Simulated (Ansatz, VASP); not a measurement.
Zr: VASP beside Ansatz

```
Zr
1.0
    -1.58962    1.87215    1.92066
     1.58962   -1.87215    1.92066
     1.58962    1.87215   -1.92066
Zr
1
Direct
  0.50000 0.50000 0.00000
```

Alike in both runs: task relaxation of cell and atoms; functional PBE; k mesh 8 × 8 × 8; occupations gaussian, width 0.1 eV; no spin polarisation.

|  | VASP | Ansatz |
| --- | --- | --- |
| version | VASP 6.6.1 | Ansatz 0.2.0 |
| potentials or method | VASP PAW PBE potentials, release 64 (Zr_sv), cutoff 500 eV | scalar-relativistic, plane waves, PAW |
| valence electrons in the cell | 12 | 12 |

|  | VASP | Ansatz | Ansatz less VASP |
| --- | --- | --- | --- |
| gap on the k mesh at the Fermi level, each at its own relaxed structure (eV) | none | none | - |
| relaxed volume (Å³/atom) | 22.86 | 22.86 | 0.000 |
| relaxed cell length with the largest relative difference (Å) | 3.118 | 3.118 | 0.0000 |

A gap of «none» marks a metal or a gap that the smearing closes.

Noted on VASP's run: the relaxation stopped at its first step, so nothing moved.
